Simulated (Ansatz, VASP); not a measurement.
One calculation of NbTe6Mo2, two programs

```xyz
9
Lattice="3.5750 0.0000 0.0000 -1.7875 3.0960 0.0000 0.0000 0.0000 22.6477" Properties=species:S:1:pos:R:3 pbc="T T T"
Nb    0.0000    0.0000    0.0000
Te    1.7875    1.0320    5.6927
Te    1.7875    1.0320   13.2986
Te    1.7875    1.0320   20.7548
Te    0.0000    2.0640    1.8929
Te    0.0000    2.0640    9.3491
Te    0.0000    2.0640   16.9550
Mo    0.0000    0.0000    7.5223
Mo    0.0000    0.0000   15.1254
```

Alike in both runs: functional PBE; k mesh 6 × 6 × 1; occupations gaussian, width 0.1 eV; no spin polarisation.

Ansatz relaxed the structure, and its values are those at the end. VASP's run is a single point on that final structure, the one shown.

|  | VASP | Ansatz |
| --- | --- | --- |
| version | VASP 6.6.1 | Ansatz 0.2.0 |
| potentials or method | VASP PAW PBE potentials, release 64 (Nb_sv, Te, Mo_sv), cutoff 520 eV | scalar-relativistic, plane waves, PAW |
| valence electrons in the cell | 77 | 137 |

VASP gave:

* gap on the k mesh at the Fermi level (eV): none
* pressure (GPa): 0.0
* rms of the force components (eV/Å): 0.016

Q: What did Ansatz give for the same quantities?

A: gap on the k mesh at the Fermi level (eV): none; pressure (GPa): 0.0; rms of the force components (eV/Å): 0.011.

A gap of «none» marks a metal or a gap that the smearing closes. VASP's potentials hold 77 valence electrons a cell and Ansatz's 137, so a difference there can come from the potentials and not from the codes.

Spin-orbit coupling is off throughout.
